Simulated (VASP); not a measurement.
A run of VASP 6.6.1:

POSCAR

```
AlGaN2
1.0
    3.2036945897      0.0000000000      0.0000000000
    0.0000000000      3.2036945897      0.0000000000
    0.0000000000      0.0000000000      4.4238379400
Al Ga N
1 1 2
Direct
    0.5000000000      0.5000000000      0.5000000000
    0.0000000000      0.0000000000      0.0000000000
    0.5000000000      0.0000000000      0.7382648100
    0.0000000000      0.5000000000      0.2617351900
```

File INCAR.step1:

```
PREC = Accurate
ENCUT = 520
ISMEAR = 0
SIGMA = 0.05
LREAL = False
LASPH = True
NELM = 100
NBANDS = 21
GGA = PE
ALGO = Normal
EDIFF = 1E-4
LWAVE = True
LCHARG = False
```

INCAR.step2

```
PREC = Accurate
ENCUT = 520
EDIFF = 1E-6
ISMEAR = 0
SIGMA = 0.05
LREAL = False
LASPH = True
NELM = 100
ALGO = Normal
ISIF = 2
LWAVE = False
LCHARG = False
METAGGA = R2SCAN
LMIXTAU = True
NBANDS = 21
ISTART = 1
```

The input KPOINTS:

```
regular mesh
0
Gamma
  8 8 6
```

Potentials or basis: VASP PAW PBE potentials, release 64 (Al, Ga_d, N).

Command:

```bash
$ cat potpaw_PBE.64/Al/POTCAR potpaw_PBE.64/Ga_d/POTCAR potpaw_PBE.64/N/POTCAR > POTCAR
$ cp INCAR.step1 INCAR
$ mpirun -np 1 vasp_std > vasp.out
$ cp INCAR.step2 INCAR
$ mpirun -np 1 vasp_std > vasp.out
```

Hardware: 1 thread of Intel Xeon 6975P-C, on a shared host.

Estimate the wall time of this run.

Run time: 110 s on 1 thread of Intel Xeon 6975P-C (shared host), peak memory 0.2 GiB. Counts: k points 60.
